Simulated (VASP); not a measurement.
# HgTe (F-43m) in VASP: notebook

The runs below take HgTe through vibrations by perturbation theory, with PBE.

All numbers are computed with VASP 6.6.1; they aren't measurements. Logs are shortened: lines on timing, memory, paths and dates and some standing lists are left out, and cuts for length are marked.

### 1 The cell of the first run

Symmetry: F-43m, No. 216, cubic system. Conventional cell: a = 5.912 Å, b = 5.912 Å, c = 5.912 Å, α = 90.00°, β = 90.00°, γ = 90.00°. Hg (site symmetry -43m) has 4 Te at 2.56 Å within 3.4 Å. Te (site symmetry -43m) has 4 Hg at 2.56 Å within 3.4 Å.

### 2 Vibrations by perturbation theory, PBE

File INCAR:

```
ALGO = Normal ; EDIFF = 1E-8
ENCUT = 520 ; GGA = PE
IBRION = 8 ; ISIF = 2
ISMEAR = -1 ; LASPH = True
LCHARG = True ; LREAL = False
LWAVE = False ; NBANDS = 16
NELM = 60 ; NSW = 1
PREC = Accurate ; SIGMA = 0.15
```

File KPOINTS:

```
k-points
0
Gamma
  12 12 12
```

File POSCAR:

```
HgTe
1.0
    0.0000000000      2.9559787110      2.9559787110
    2.9559787110      0.0000000000      2.9559787110
    2.9559787110      2.9559787110      0.0000000000
Hg Te
1 1
Direct
    0.0000000000      0.0000000000      0.0000000000
    0.7500000000      0.7500000000      0.7500000000
```

Potentials or basis: VASP PAW PBE potentials, release 64 (Hg, Te).

Started as:

```sh
$ cat potpaw_PBE.64/Hg/POTCAR potpaw_PBE.64/Te/POTCAR > POTCAR
$ mpirun -np 1 vasp_std > vasp.out
```

OUTCAR:

```text
EDIFF = 1E-8
   ENCUT = 520
   GGA = PE
   IBRION = 8
   ISIF = 2
   ISMEAR = -1
   LASPH = True
   LREAL = False
   NELM = 60
   NSW = 1
   PREC = Accurate

 ion  position               nearest neighbor table
   1  0.000  0.000  0.000-   2 2.56   2 2.56   2 2.56   2 2.56
   2  0.750  0.750  0.750-   1 2.56   1 2.56   1 2.56   1 2.56

  LATTYP: Found a face centered cubic cell.
 ALAT       =     5.9119574220

  Lattice vectors:

 A1 = (   0.0000000000,   2.9559787110,   2.9559787110)
 A2 = (   2.9559787110,   0.0000000000,   2.9559787110)
 A3 = (   2.9559787110,   2.9559787110,   0.0000000000)

Analysis of symmetry for initial positions (statically):
=====================================================================
 Subroutine PRICEL returns:
 Original cell was already a primitive cell.

 Routine SETGRP: Setting up the symmetry group for a
 face centered cubic supercell.

 Subroutine GETGRP returns: Found 24 space group operations
 (whereof 24 operations were pure point group operations)
 out of a pool of 48 trial point group operations.

The static configuration has the point symmetry T_d .

Analysis of symmetry for dynamics (positions and initial velocities):
=====================================================================
 Subroutine PRICEL returns:
 Original cell was already a primitive cell.

 Routine SETGRP: Setting up the symmetry group for a
 face centered cubic supercell.

 Subroutine GETGRP returns: Found 24 space group operations
 (whereof 24 operations were pure point group operations)
 out of a pool of 48 trial point group operations.

The dynamic configuration has the point symmetry T_d .

 Subroutine INISYM returns: Found 24 space group operations
 (whereof 24 operations are pure point group operations),
 and found     1 'primitive' translations

----------------------------------------------------------------------------------------

                                     Primitive cell

  volume of cell :      51.6576

  direct lattice vectors                    reciprocal lattice vectors
     0.000000000  2.955978711  2.955978711    -0.169148715  0.169148715  0.169148715
     2.955978711  0.000000000  2.955978711     0.169148715 -0.169148715  0.169148715
     2.955978711  2.955978711  0.000000000     0.169148715  0.169148715 -0.169148715

  length of vectors
     4.180385183  4.180385183  4.180385183     0.292974168  0.292974168  0.292974168

  position of ions in fractional coordinates (direct lattice)
     0.000000000  0.000000000  0.000000000
     0.750000000  0.750000000  0.750000000

  ion indices of the primitive-cell ions
   primitive index   ion index
                 1           1
                 2           2

----------------------------------------------------------------------------------------

 KPOINTS: k-points

Automatic generation of k-mesh.
 Grid dimensions read from file:
 generate k-points for:   12   12   12

 Generating k-lattice:

  Cartesian coordinates                     Fractional coordinates (reciprocal lattice)
    -0.014095726  0.014095726  0.014095726     0.083333333  0.000000000  0.000000000
     0.014095726 -0.014095726  0.014095726     0.000000000  0.083333333  0.000000000
     0.014095726  0.014095726 -0.014095726     0.000000000  0.000000000  0.083333333

  Length of vectors
     0.024414514  0.024414514  0.024414514

  Shift w.r.t. Gamma in fractional coordinates (k-lattice)
     0.000000000  0.000000000  0.000000000

 Subroutine IBZKPT returns following result:
 ===========================================

 Found     72 irreducible k-points:

 Following reciprocal coordinates:
            Coordinates               Weight
  0.000000  0.000000  0.000000      1.000000
  0.083333  0.000000  0.000000      8.000000
  0.166667  0.000000  0.000000      8.000000
  0.250000  0.000000  0.000000      8.000000
  0.333333  0.000000  0.000000      8.000000
  0.416667  0.000000  0.000000      8.000000
[... 16 lines left out ...]
  0.500000  0.166667  0.000000     24.000000
 -0.416667  0.166667  0.000000     24.000000
 [... further k-points ...]
   k-points           NKPTS =     72   k-points in BZ     NKDIM =     72   number of bands    NBANDS=     16
   number of dos      NEDOS =    301   number of ions     NIONS =      2
   total plane-waves  NPLWV =  32768
   dimension x,y,z NGX =    32 NGY =   32 NGZ =   32
   dimension x,y,z NGXF=    64 NGYF=   64 NGZF=   64
   ions per type =               1   1
   NGX,Y,Z   is equivalent  to a cutoff of  12.73, 12.73, 12.73 a.u.
   NGXF,Y,Z  is equivalent  to a cutoff of  25.45, 25.45, 25.45 a.u.
 SYSTEM =  unknown system
   PREC   = accura    normal or accurate (medium, high low for compatibility)
   ISTART =      0    job   : 0-new  1-cont  2-samecut
   ICHARG =      2    charge: 1-file 2-atom 10-const
   ISPIN  =      1    spin polarized calculation?
   LNONCOLLINEAR =      F non collinear calculations
   LSORBIT =      F    spin-orbit coupling
   LASPH  =      T    aspherical Exc in radial PAW
   ENCUT  =  520.0 eV  38.22 Ry    6.18 a.u.   7.77  7.77  7.77*2*pi/ulx,y,z
   NELM   =     60;   NELMIN=  2; NELMDL= -5     # of ELM steps
   EDIFF  = 0.1E-07   stopping-criterion for ELM
   LREAL  =      F    real-space projection
   EDIFFG = 0.1E-06   stopping-criterion for IOM
   NSW    =      1    number of steps for IOM
   IBRION =      8    ionic relax: 0-MD 1-quasi-New 2-CG
   NFREE  =      0    steps in history (QN), initial steepest desc. (CG)
   ISIF   =      2    stress and relaxation
   ISYM   =      2    0-nonsym 1-usesym 2-fastsym
   POTIM  = 0.5000    time-step for ionic-motion
   TEBEG  =    0.0;   TEEND  =   0.0 temperature during run
   PSTRESS=    0.0 pullay stress
   NELECT =      18.0000    total number of electrons
   NUPDOWN=      -1.0000    fix difference up-down
   EMIN   =  10.00;   EMAX   =-10.00  energy-range for DOS
   EFERMI =   0.00;   METHOD = LEGACY
   ISMEAR =    -1;   SIGMA  =   0.15  broadening in eV -4-tet -1-fermi 0-gaus
   EFERMI_NEDOS =   21; number of points for ismear=-14 and -15
   IALGO  =     38    algorithm
   IMIX   =      4    mixing-type and parameters
     AMIX     =   0.40;   BMIX     =  1.00
     AMIX_MAG =   1.60;   BMIX_MAG =  1.00
  volume/ion in A,a.u.               =      25.83       174.30
  Fermi-wavevector in a.u.,A,eV,Ry     =   1.152005  2.176974 18.056503  1.327116
  Thomas-Fermi vector in A             =   2.288659
   LORBIT       =      0    0 simple, 1 ext, 2 COOP (PROOUT), +10 PAW based schemes
   GGA     = PE    functional components
   LHFCALC =     F    Hartree Fock is set to
   AEXX    =    0.0000 exact exchange contribution
   IVDW    =     0    specifies the selected vdW correction
   LEPSILON=     F    determine dielectric tensor
   LRPA    =     F    only Hartree local field effects (RPA)
 non-spin polarized calculation
  energy-cutoff  :      520.00
  volume of cell :       51.66
 maximum number of plane-waves:      1411
   NGX = 15   NGY = 15   NGZ = 15

--------------------------------------- Ionic step        1  -------------------------------------------

 number of electron      17.9999998 magnetization

 Free energy of the ion-electron system (eV)
  ---------------------------------------------------
  ext. energy  EPLUGINS =         0.00000000
  ---------------------------------------------------
  free energy    TOTEN  =        -2.19610616 eV

  energy without entropy =       -2.19312582  energy(sigma->0) =       -2.19461599

 E-fermi :   6.7567     XC(G=0): -10.0235

 val. band max:        6.4848081867   @ k =   0.0000   0.0000   0.0000
 cond. band min:       7.1648520505   @ k =   0.5000   0.0000   0.0000
 fundamental gap:      0.6800438638
 Fermi energy:         6.7566607843

 k-point     1 :       0.0000    0.0000    0.0000
  band No.  band energies     occupation
      1      -7.9334      2.00000
      2      -2.9033      2.00000
      3      -2.9033      2.00000
      4      -2.9033      2.00000
      5      -1.9904      2.00000
      6      -1.9904      2.00000
[... 433 lines left out ...]
      3      -2.6132      2.00000
      4      -2.0645      2.00000
      5      -1.9757      2.00000
      6      -1.5927      2.00000
[... 8 lines left out ...]
     15      15.9504      0.00000
     16      16.2110      0.00000

 [... further k-points ...]

------------------------ aborting loop because EDIFF is reached ----------------------------------------

  FORCE on cell =-STRESS in cart. coord.  units (eV):
  Direction    XX          YY          ZZ          XY          YZ          ZX
  --------------------------------------------------------------------------------------
  -------------------------------------------------------------------------------------
  Total        9.7737833      9.7737833      9.7737833     -0.0000000      0.0000000      0.0000000
  in kB      303.1373068    303.1373068    303.1373068     -0.0000000      0.0000000      0.0000000
  external PRESSURE =     303.1373068 kB  Pullay stress =       0.0000000 kB

 VOLUME and BASIS-vectors are now :
 -----------------------------------------------------------------------------
  energy-cutoff  :      520.00
  volume of cell :       51.66
      direct lattice vectors                 reciprocal lattice vectors
     0.000000000  2.955978711  2.955978711    -0.169148715  0.169148715  0.169148715
     2.955978711  0.000000000  2.955978711     0.169148715 -0.169148715  0.169148715
     2.955978711  2.955978711  0.000000000     0.169148715  0.169148715 -0.169148715

 POSITION                                       TOTAL-FORCE (eV/Angst)
 -----------------------------------------------------------------------------------
      0.00000      0.00000      0.00000        -0.000000     -0.000000     -0.000000
      4.43397      4.43397      4.43397         0.000000      0.000000      0.000000
 -----------------------------------------------------------------------------------
    total drift:                                0.000000      0.000000      0.000000

  FREE ENERGIE OF THE ION-ELECTRON SYSTEM (eV)
  ---------------------------------------------------
  free  energy   TOTEN  =        -2.1961061617 eV

  energy  without entropy=       -2.1931258202  energy(sigma->0) =       -2.19461599

[... ionic steps 2 to 3 ...]

--------------------------------------- Ionic step        4  -------------------------------------------

------------------------ aborting loop because EDIFF is reached ----------------------------------------

[... ionic steps 5 to 6 ...]

--------------------------------------- Ionic step        7  -------------------------------------------

 Free energy of the ion-electron system (eV)
  ---------------------------------------------------
  ---------------------------------------------------
  free energy    TOTEN  =        -0.04668414 eV

  energy without entropy =       -0.04668414

------------------------ aborting loop because EDIFF is reached ----------------------------------------

 INTERNAL STRAIN TENSOR  FOR ION    2  DIRECTION 1   (eV/Angst):
 -----------------------------------------------------------------------------
    -0.00811  0.00000  0.00000
     0.00000  0.00928 21.53181
     0.00000 21.53181  0.00928

 INTERNAL STRAIN TENSOR FOR ION    2 for displacements in x,y,z  (eV/Angst):
          X           Y           Z          XY          YZ          ZX
  --------------------------------------------------------------------------------
  x    -0.00000     0.00000     0.00000     0.00000    21.53181     0.00000
  y     0.00000    -0.00000     0.00000     0.00000     0.00000    21.53181
  z     0.00000     0.00000    -0.00000    21.53181     0.00000     0.00000

 SECOND DERIVATIVES (NOT SYMMETRIZED)
 ------------------------------------
               1X          1Y          1Z          2X          2Y          2Z
  1X   -11.259634    0.000000    0.000000   11.259634    0.000000    0.000000
  1Y     0.000000  -11.259634    0.000000    0.000000   11.259634    0.000000
  1Z     0.000000    0.000000  -11.259634    0.000000    0.000000   11.259634
  2X    11.259468    0.000000    0.000000  -11.259468    0.000000    0.000000
  2Y     0.000000   11.259468    0.000000    0.000000  -11.259468    0.000000
  2Z     0.000000    0.000000   11.259468    0.000000    0.000000  -11.259468

 Eigenvectors and eigenvalues of the dynamical matrix
 ----------------------------------------------------

   1 f  =    5.940098 THz    37.322736 2PiTHz  198.140340 cm-1    24.566260 meV
             X         Y         Z           dx          dy          dz
      0.000000  0.000000  0.000000     0.058986   -0.620644    0.011179
      4.433968  4.433968  4.433968    -0.073956    0.778159   -0.014016
[... 21 lines left out ...]
   6 f/i=    0.000021 THz     0.000134 2PiTHz    0.000712 cm-1     0.000088 meV
             X         Y         Z           dx          dy          dz
      0.000000  0.000000  0.000000     0.777644    0.079417    0.012642
      4.433968  4.433968  4.433968     0.620233    0.063341    0.010083

--------------------------------------------------------------------------------------------------------

 ELASTIC MODULI CONTR FROM IONIC RELAXATION (kBar)
 Direction    XX          YY          ZZ          XY          YZ          ZX
 --------------------------------------------------------------------------------
 XX          -0.0000      0.0000      0.0000     -0.0000      0.0000      0.0000
 YY           0.0000     -0.0000     -0.0000     -0.0000     -0.0000      0.0000
 ZZ           0.0000     -0.0000     -0.0000      0.0000     -0.0000      0.0000
 XY          -0.0000     -0.0000      0.0000  -1301.8890      0.0000      0.0000
 YZ           0.0000     -0.0000     -0.0000      0.0000  -1301.8890      0.0000
 ZX           0.0000      0.0000      0.0000      0.0000      0.0000  -1301.8890
 --------------------------------------------------------------------------------
```

Wall time 4.5 min (1 thread of Intel Xeon Platinum 8488C (Sapphire Rapids), shared host); peak memory 0.59 GiB.

Results:

* Highest phonon frequency at Γ, LO-TO splitting left out: 198 cm⁻¹

Phonon frequencies in cm⁻¹ (negative: imaginary):
| q point | frequencies |
| --- | --- |
| (0.000, 0.000, 0.000) | 0 0 0 198 198 198 |

Caveat: the cell stands under pressure or tension, which shifts response properties; spin-orbit coupling is left out, which moves the levels of the heavy elements.

(Part 1 of 2 ends here.)
